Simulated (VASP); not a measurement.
Input of a VASP 6.6.1 run:

Contents of INCAR:

```
SYSTEM = LiF
PREC = Accurate
ENCUT = 520
EDIFF = 1E-7
ISMEAR = 0
SIGMA = 0.05
LREAL = .False.
LASPH = .True.
NELM = 100
ALGO = Normal
ISIF = 2
LWAVE = .False.
LCHARG = .False.
NBANDS = 12
```

File KPOINTS:

```
Automatic mesh
0
Gamma
  10 10 10
  0 0 0
```

POSCAR

```
LiF
1.0
    2.6235213250      0.0000000000      0.0000000000
    0.0000000000      2.6235213250      0.0000000000
    0.0000000000      0.0000000000      2.6235213250
Li F
1 1
Direct
    0.0000000000      0.0000000000      0.0000000000
    0.5000000000      0.5000000000      0.5000000000
```

Potentials or basis: VASP PAW LDA potentials, release 64 (Li_sv, F).

The run is started by

```console
$ cat potpaw_LDA.64/Li_sv/POTCAR potpaw_LDA.64/F/POTCAR > POTCAR
$ mpirun -np 1 vasp_std > vasp.out
```

Predict the band gap on the k mesh.

6.73 eV (least direct gap 7.35 eV).

Caveat: the cell differs from its parent crystal (strain +0.025 along x and y, +0.025 along z). A k mesh can miss the band edges.
